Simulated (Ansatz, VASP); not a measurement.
# Ta: VASP beside Ansatz

Contents of INCAR:

```
ALGO = Normal ; EDIFF = 1E-7
ENCUT = 520 ; GGA = PE
ISIF = 2 ; ISMEAR = 0
LASPH = T ; LCHARG = F
LREAL = F ; LWAVE = F
NBANDS = 12 ; NELM = 60
PREC = Accurate ; SIGMA = 0.1
```

KPOINTS

```
k-points
0
Gamma
  18 18 18
```

File POSCAR:

```
Ta
1.0
   -1.6426321116      1.6426321116      1.6426321116
    1.6426321116     -1.6426321116      1.6426321116
    1.6426321116      1.6426321116     -1.6426321116
Ta
1
Direct
    0.0000000000      0.0000000000      0.0000000000
```

Input for Ansatz:

```yaml
crystal:
  lattice:
    - [-1.6426321116, 1.6426321116, 1.6426321116]
    - [1.6426321116, -1.6426321116, 1.6426321116]
    - [1.6426321116, 1.6426321116, -1.6426321116]
  atoms:
    - { symbol: Ta, position: [0.0, 0.0, 0.0] }
basis:
  ecutwfc: 420
kpoints:
  mp_grid: { grid: [18, 18, 18] }
hamiltonian:
  xc: pbe
scf:
  occupations: { method: gaussian, width: 0.1 }
output:
  forces: true
  stress: true
  eigenvalues: true
```

Alike in both runs: task single point; functional PBE; k mesh 18 × 18 × 18; occupations gaussian, width 0.1 eV; no spin polarisation.

```csv
,VASP,Ansatz
version,VASP 6.6.1,Ansatz 0.2.0
potentials or method,"VASP PAW PBE potentials, release 64 (Ta_pv), cutoff 520 eV","scalar-relativistic, plane waves, PAW"
valence electrons in the cell,11,13
```

Ansatz gave:

* gap on the k mesh at the Fermi level (eV): none
* pressure (GPa): 6.2

**Question.** Which values does VASP return?

**Answer.** gap on the k mesh at the Fermi level (eV): none; pressure (GPa): 6.4.

A gap of «none» marks a metal or a gap that the smearing closes. VASP's potentials hold 11 valence electrons a cell and Ansatz's 13, so a difference there can come from the potentials and not from the codes.

Neither program's run includes spin-orbit coupling.
